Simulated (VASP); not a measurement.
Crystal: CdTe.

```
Te Cd
1.0
     0.00000    3.26786    3.26786
     3.26786    0.00000    3.26786
     3.26786    3.26786    0.00000
Te Cd
1 1
Direct
  0.75000 0.75000 0.75000
  0.00000 0.00000 0.00000
```

Base run:

```yaml
Program: VASP 6.6.1
Functional: BLYP
Potentials_or_basis: VASP PAW PBE potentials, release 64 (Te, Cd)
Cutoff: 520 eV
k_mesh: 7 × 7 × 7
Occupations: fermi-dirac, width 0.05 eV
Spin: no spin polarisation
```

Its results: band gap on the k mesh 0.63 eV; pressure 4.1 GPa.

Q: After a change of settings the same cell gave: band gap on the k mesh 0.69 eV; pressure -0.2 GPa. Which change was it?
A. functional from BLYP to PBE0; k mesh from 7 × 7 × 7 to 4 × 4 × 4
B. functional from BLYP to PBE; dispersion from none to D3(BJ)
C. functional from BLYP to pbesol exchange, pbe correlation; cutoff from 520 eV to 500 eV; occupations from fermi-dirac, width 0.05 eV to tetrahedron
D. functional from BLYP to HSE06; k mesh from 7 × 7 × 7 to 4 × 4 × 4

A: B.

Caveats: spin-orbit coupling is left out, which moves the levels of the heavy elements; the cell stands under pressure (at least some runs); the PAW data sets were made with another functional, which shifts forces and pressure a little (at least some runs).
